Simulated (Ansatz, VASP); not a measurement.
# One calculation of HfN, two programs

```
CELL_PARAMETERS angstrom
0.00000 2.25078 2.25078
2.25078 0.00000 2.25078
2.25078 2.25078 0.00000
ATOMIC_POSITIONS crystal
Hf 0.98404 0.99694 0.01444
N 0.51596 0.50306 0.48556
```

Change from the starting cell: all N atoms moved 0.1 Å in one direction; relaxed back.

Alike in both runs: task relaxation of cell and atoms; functional PBEsol; k mesh 14 × 14 × 14; occupations gaussian, width 0.15 eV; no spin polarisation.

|  | VASP | Ansatz |
| --- | --- | --- |
| version | VASP 6.6.1 | Ansatz 0.2.0 |
| potentials or method | VASP PAW PBE potentials, release 64 (Hf_pv, N), cutoff 600 eV | scalar-relativistic, plane waves, PAW |
| valence electrons in the cell | 15 | 31 |

```csv
,VASP,Ansatz,Ansatz less VASP
"gap on the k mesh at the Fermi level, each at its own relaxed structure (eV)",none,none,-
relaxed volume (Å³/atom),11.32,11.40,+0.086
relaxed cell length with the largest relative difference (Å),3.175,3.183,+0.0082
```

VASP's potentials were made for PBE, not for PBEsol. A gap of «none» marks a metal or a gap that the smearing closes. VASP's potentials hold 15 valence electrons a cell and Ansatz's 31, so a difference there can come from the potentials and not from the codes.

Spin-orbit coupling is off throughout.
